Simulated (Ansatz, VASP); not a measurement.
# Two plane-wave programs on PbF2

```
CELL_PARAMETERS angstrom
0.01856 2.96985 2.96985
2.98841 0.00000 2.98841
2.96985 2.96985 0.01856
ATOMIC_POSITIONS crystal
Pb 0.00000 0.00000 0.00000
F 0.25000 0.25000 0.25000
F 0.75000 0.75000 0.75000
```

Change from the starting cell: strain +0.0125 x Voigt [0, 0, 0, 0, 1, 0], atoms carried along.

Alike in both runs: task single point; functional PBEsol; k mesh 8 × 8 × 8; occupations gaussian, width 0.05 eV; no spin polarisation.

```csv
,VASP,Ansatz
version,VASP 6.6.1,Ansatz 0.2.0
potentials or method,"VASP PAW PBE potentials, release 64 (Pb_d, F), cutoff 520 eV","scalar-relativistic, plane waves, PAW"
valence electrons in the cell,28,28
```

```tsv
	VASP	Ansatz	Ansatz less VASP
gap on the k mesh at the Fermi level (eV)	4.30	4.31	+0.006
least direct gap on the mesh (eV)	4.46	4.46	+0.005
pressure (GPa)	-1.7	-1.5	+0.21
traceless stress, the component that is largest in VASP (GPa)	-0.37	-0.36	+0.006
rms of the force components (eV/Å)	0.013	0.013	-0.0003
```

VASP's potentials were made for PBE, not for PBEsol. Atom by atom the forces differ by 0.000 eV/Å (rms over components). The functional is the same, so the differences come from potentials, cutoffs and numerics.

Spin-orbit coupling is off throughout.
